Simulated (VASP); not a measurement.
# SnO (Cmce) in VASP: single point with PBE

Aim: the single point of SnO with PBE.

Everything below comes from runs of VASP 6.6.1. Logs are shortened: lines on timing, memory, paths and dates and some standing lists are left out, and cuts for length are marked.

### 1 The cell of the first run

The structure is orthorhombic, space group Cmce (No. 64). The conventional cell has a = 5.474 Å, b = 5.476 Å, c = 10.222 Å, α = 90.00°, β = 90.00°, γ = 90.00°. Sn (site symmetry m) has 4 O at 2.25 to 2.26 Å within 3.0 Å. Within 3.0 Å of O (site symmetry 2) lie 4 Sn at 2.25 to 2.26 Å and 4 O at 2.74 Å.

### 2 Single point, PBE

INCAR

```
ALGO     = Normal         # electronic algorithm
EDIFF    = 1E-6           # SCF threshold, eV
ENCUT    = 520            # plane-wave cutoff, eV
GGA      = PE             # functional
ISIF     = 2              # what is computed and relaxed
ISMEAR   = 0              # smearing method
LASPH    = T              # aspherical terms in the spheres
LCHARG   = F              # write CHGCAR
LREAL    = F              # projectors in reciprocal space
LWAVE    = F              # write WAVECAR
NBANDS   = 50             # bands
NELM     = 100            # most SCF steps
PREC     = Accurate       # precision mode
SIGMA    = 0.1            # smearing width, eV
```

KPOINTS

```
k-points
0
Gamma
  6 6 2
```

POSCAR

```
SnO
1.0
    2.7369120000     -2.7377960000      0.0000000000
    2.7369120000      2.7377960000      0.0000000000
    0.0000000000      0.0000000000     10.2219600000
Sn O
4 4
Direct
    0.7365470000      0.2634530000      0.8638580000
    0.2634530000      0.7365470000      0.1361420000
    0.7634530000      0.2365470000      0.3638580000
    0.2365470000      0.7634530000      0.6361420000
    0.2619440000      0.2380560000      0.2500000000
    0.7380560000      0.7619440000      0.7500000000
    0.2380560000      0.2619440000      0.7500000000
    0.7619440000      0.7380560000      0.2500000000
```

Potentials or basis: VASP PAW PBE potentials, release 64 (Sn_d, O).

Started as:

```console
> cat potpaw_PBE.64/Sn_d/POTCAR potpaw_PBE.64/O/POTCAR > POTCAR
> mpirun -np 1 vasp_std > vasp.out
```

OUTCAR:

```text
EDIFF = 1E-6
   ENCUT = 520
   GGA = PE
   ISIF = 2
   ISMEAR = 0
   LASPH = T
   LREAL = F
   NELM = 100
   PREC = Accurate

 ion  position               nearest neighbor table
   1  0.737  0.263  0.864-   6 2.25   7 2.25   7 2.26   6 2.26   4 3.59   4 3.59   4 3.59   4 3.59

   2  0.263  0.737  0.136-   5 2.25   8 2.25   5 2.26   8 2.26   3 3.59   3 3.59   3 3.59   3 3.59

   3  0.763  0.237  0.364-   5 2.25   8 2.25   8 2.26   5 2.26   2 3.59   2 3.59   2 3.59   2 3.59

   4  0.237  0.763  0.636-   6 2.25   7 2.25   6 2.26   7 2.26   1 3.59   1 3.59   1 3.59   1 3.59

   5  0.262  0.238  0.250-   2 2.25   3 2.25   3 2.26   2 2.26
   6  0.738  0.762  0.750-   1 2.25   4 2.25   1 2.26   4 2.26
   7  0.238  0.262  0.750-   1 2.25   4 2.25   4 2.26   1 2.26
   8  0.762  0.738  0.250-   2 2.25   3 2.25   2 2.26   3 2.26

  LATTYP: Found a base centered orthorhombic cell.
 ALAT       =     5.4738240000
 B/A-ratio  =     1.0003229918
 C/A-ratio  =     1.8674257704

  Lattice vectors:

 A1 = (   2.7369120000,  -2.7377960000,   0.0000000000)
 A2 = (   2.7369120000,   2.7377960000,   0.0000000000)
 A3 = (   0.0000000000,   0.0000000000,  10.2219600000)

Analysis of symmetry for initial positions (statically):
=====================================================================
 Subroutine PRICEL returns:
 Original cell was already a primitive cell.

 Routine SETGRP: Setting up the symmetry group for a
 base centered orthorhombic supercell.

 Subroutine GETGRP returns: Found  8 space group operations
 (whereof  4 operations were pure point group operations)
 out of a pool of  8 trial point group operations.

The static configuration has the point symmetry C_2h.
 The point group associated with its full space group is D_2h.

Analysis of symmetry for dynamics (positions and initial velocities):
=====================================================================
 Subroutine PRICEL returns:
 Original cell was already a primitive cell.

 Routine SETGRP: Setting up the symmetry group for a
 base centered orthorhombic supercell.

 Subroutine GETGRP returns: Found  8 space group operations
 (whereof  4 operations were pure point group operations)
 out of a pool of  8 trial point group operations.

The dynamic configuration has the point symmetry C_2h.
 The point group associated with its full space group is D_2h.

 Subroutine INISYM returns: Found  8 space group operations
 (whereof  4 operations are pure point group operations),
 and found     1 'primitive' translations

----------------------------------------------------------------------------------------
[... 109 lines left out ...]
   IBRION =     -1    ionic relax: 0-MD 1-quasi-New 2-CG
   NFREE  =      0    steps in history (QN), initial steepest desc. (CG)
   ISIF   =      2    stress and relaxation
   ISYM   =      2    0-nonsym 1-usesym 2-fastsym
   POTIM  = 0.5000    time-step for ionic-motion
   TEBEG  =    0.0;   TEEND  =   0.0 temperature during run
   PSTRESS=    0.0 pullay stress
   NELECT =      80.0000    total number of electrons
   NUPDOWN=      -1.0000    fix difference up-down
   EMIN   =  10.00;   EMAX   =-10.00  energy-range for DOS
   EFERMI =   0.00;   METHOD = LEGACY
   ISMEAR =     0;   SIGMA  =   0.10  broadening in eV -4-tet -1-fermi 0-gaus
   EFERMI_NEDOS =   21; number of points for ismear=-14 and -15
   IALGO  =     38    algorithm
   IMIX   =      4    mixing-type and parameters
     AMIX     =   0.40;   BMIX     =  1.00
     AMIX_MAG =   1.60;   BMIX_MAG =  1.00
  volume/ion in A,a.u.               =      19.15       129.22
  Fermi-wavevector in a.u.,A,eV,Ry     =   1.318346  2.491313 23.647424  1.738037
  Thomas-Fermi vector in A             =   2.448323
   LORBIT       =      0    0 simple, 1 ext, 2 COOP (PROOUT), +10 PAW based schemes
   GGA     = PE    functional components
   LHFCALC =     F    Hartree Fock is set to
   AEXX    =    0.0000 exact exchange contribution
   IVDW    =     0    specifies the selected vdW correction
   LEPSILON=     F    determine dielectric tensor
   LRPA    =     F    only Hartree local field effects (RPA)
 non-spin polarized calculation
 Gauss-broadening in eV      SIGMA  =   0.10
  energy-cutoff  :      520.00
  volume of cell :      153.19
 maximum number of plane-waves:      4172
 NGX is ok and might be reduce to    30
   NGX = 15   NGY = 15   NGZ = 39

 number of electron      80.0000000 magnetization

 Free energy of the ion-electron system (eV)
  ---------------------------------------------------
  ext. energy  EPLUGINS =         0.00000000
  ---------------------------------------------------
  free energy    TOTEN  =       -45.44509375 eV

  energy without entropy =      -45.44509257  energy(sigma->0) =      -45.44509316

 E-fermi :   6.2873     XC(G=0):  -9.7647

 val. band max:        6.0179585695   @ k =   0.0000   0.0000   0.0000
 cond. band min:       6.5600948198   @ k =   0.5000   0.5000   0.0000
 fundamental gap:      0.5421362504
 Fermi energy:         6.2872935068

 k-point     1 :       0.0000    0.0000    0.0000
  band No.  band energies     occupation
      1     -15.7008      2.00000
      2     -15.6926      2.00000
      3     -15.3567      2.00000
      4     -15.3483      2.00000
      5     -15.3414      2.00000
      6     -15.3406      2.00000
[... 1261 lines left out ...]
     49      12.1450      0.00000
     50      12.1528      0.00000

 [... further k-points ...]
[... 5 lines left out ...]
  --------------------------------------------------------------------------------------
  -------------------------------------------------------------------------------------
  Total       -0.1813104     -0.1761053     -0.2569966      0.0000000      0.0000000      0.0000000
  in kB       -1.8963010     -1.8418611     -2.6878923      0.0000000      0.0000000      0.0000000
  external PRESSURE =      -2.1420182 kB  Pullay stress =       0.0000000 kB

 VOLUME and BASIS-vectors are now :
 -----------------------------------------------------------------------------
  energy-cutoff  :      520.00
  volume of cell :      153.19
      direct lattice vectors                 reciprocal lattice vectors
     2.736912000 -2.737796000  0.000000000     0.182687642 -0.182628655  0.000000000
     2.736912000  2.737796000  0.000000000     0.182687642  0.182628655  0.000000000
     0.000000000  0.000000000 10.221960000     0.000000000  0.000000000  0.097828596

 POSITION                                       TOTAL-FORCE (eV/Angst)
 -----------------------------------------------------------------------------------
      2.73691     -1.29523      8.83032         0.000000     -0.049058     -0.007763
      2.73691      1.29523      1.39164         0.000000      0.049058      0.007763
      2.73691     -1.44256      3.71934         0.000000      0.049058     -0.007763
      2.73691      1.44256      6.50262         0.000000     -0.049058      0.007763
      1.36846     -0.06540      2.55549         0.000000     -0.001297      0.000000
      4.10537      0.06540      7.66647         0.000000      0.001297      0.000000
      1.36846      0.06540      7.66647         0.000000      0.001297      0.000000
      4.10537     -0.06540      2.55549         0.000000     -0.001297      0.000000
 -----------------------------------------------------------------------------------
    total drift:                                0.000000     -0.000000      0.000000

  FREE ENERGIE OF THE ION-ELECTRON SYSTEM (eV)
  ---------------------------------------------------
  free  energy   TOTEN  =       -45.4450937531 eV

  energy  without entropy=      -45.4450925681  energy(sigma->0) =      -45.44509316
```

OSZICAR:

```text
N       E                     dE             d eps       ncg     rms          rms(c)
DAV:   1     0.105618709422E+04    0.10562E+04   -0.38186E+04  2844   0.239E+03
DAV:   2     0.163918482423E+03   -0.89227E+03   -0.85212E+03  2648   0.689E+02
DAV:   3    -0.350841481941E+02   -0.19900E+03   -0.18899E+03  2988   0.247E+02
DAV:   4    -0.524437627260E+02   -0.17360E+02   -0.17064E+02  3024   0.758E+01
DAV:   5    -0.531039500890E+02   -0.66019E+00   -0.65857E+00  3004   0.152E+01    0.165E+01
DAV:   6    -0.453895743122E+02    0.77144E+01   -0.32151E+01  4030   0.506E+01    0.686E+00
DAV:   7    -0.454920691577E+02   -0.10249E+00   -0.50450E+00  2858   0.976E+00    0.384E+00
DAV:   8    -0.454718626891E+02    0.20206E-01   -0.94936E-01  3964   0.522E+00    0.136E+00
DAV:   9    -0.454423211853E+02    0.29542E-01   -0.16426E-01  4022   0.341E+00    0.410E-01
DAV:  10    -0.454475165948E+02   -0.51954E-02   -0.29092E-02  3532   0.140E+00    0.374E-01
DAV:  11    -0.454448937937E+02    0.26228E-02   -0.81507E-03  3708   0.765E-01    0.656E-02
DAV:  12    -0.454451022871E+02   -0.20849E-03   -0.24681E-03  2982   0.209E-01    0.602E-02
DAV:  13    -0.454450963869E+02    0.59002E-05   -0.11065E-04  3440   0.947E-02    0.342E-02
DAV:  14    -0.454450956295E+02    0.75739E-06   -0.12492E-05  2800   0.182E-02    0.170E-02
DAV:  15    -0.454450936636E+02    0.19659E-05   -0.78970E-06  2544   0.167E-02    0.471E-03
DAV:  16    -0.454450937531E+02   -0.89482E-07   -0.12796E-06  1888   0.725E-03
   1 F= -.45445094E+02 E0= -.45445093E+02  d E =-.118499E-05
```

Wall time 4.7 min (1 thread of AMD EPYC 7R43 (Zen 3), shared host); peak memory 0.3 GiB.

What came out:

```
Free energy            : -45.4451 eV
Pressure               : -0.2 GPa
Largest force          : 0.050 eV/Å
Band gap on the k mesh : 0.54 eV
```

Forces on the atoms (eV/Å):
```
Sn   0.000 -0.049 -0.008
Sn   0.000  0.049  0.008
Sn   0.000  0.049 -0.008
Sn   0.000 -0.049  0.008
O    0.000 -0.001  0.000
O    0.000  0.001  0.000
O    0.000  0.001  0.000
O    0.000 -0.001  0.000
```

Caveat: spin-orbit coupling is left out, which moves the levels of the heavy elements.
